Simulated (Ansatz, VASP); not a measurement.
# Sn2GeO3: VASP beside Ansatz

```
Sn Ge O
1.0
     3.79208    0.00000    0.00000
     0.00000    3.79208    0.00000
     0.00000    0.00000   14.72424
Sn Ge O
4 2 6
Cartesian
  0.0000 1.8960 13.3335
  0.0000 1.8960 3.7646
  1.8960 0.0000 1.3907
  1.8960 0.0000 10.9596
  0.0000 1.8960 8.3342
  1.8960 0.0000 6.3901
  1.8960 1.8960 12.1489
  1.8960 1.8960 2.5753
  1.8960 1.8960 7.3621
  0.0000 0.0000 12.1489
  0.0000 0.0000 2.5753
  0.0000 0.0000 7.3621
```

Alike in both runs: functional PBE; k mesh 8 × 8 × 2; occupations gaussian, width 0.02 eV; no spin polarisation.

Ansatz relaxed the structure, and its values are those at the end. VASP's run is a single point on that final structure, the one shown.

|  | VASP | Ansatz |
| --- | --- | --- |
| version | VASP 6.6.1 | Ansatz 0.2.0 |
| potentials or method | VASP PAW PBE potentials, release 64 (Sn_d, Ge_d, O), cutoff 520 eV | scalar-relativistic, plane waves, PAW |
| valence electrons in the cell | 120 | 120 |

|  | VASP | Ansatz | Ansatz less VASP |
| --- | --- | --- | --- |
| gap on the k mesh at the Fermi level (eV) | 0.85 | 0.85 | -0.001 |
| least direct gap on the mesh (eV) | 1.49 | 1.52 | +0.027 |
| pressure (GPa) | 0.1 | 0.0 | -0.16 |
| rms of the force components (eV/Å) | 0.030 | 0.003 | -0.0274 |
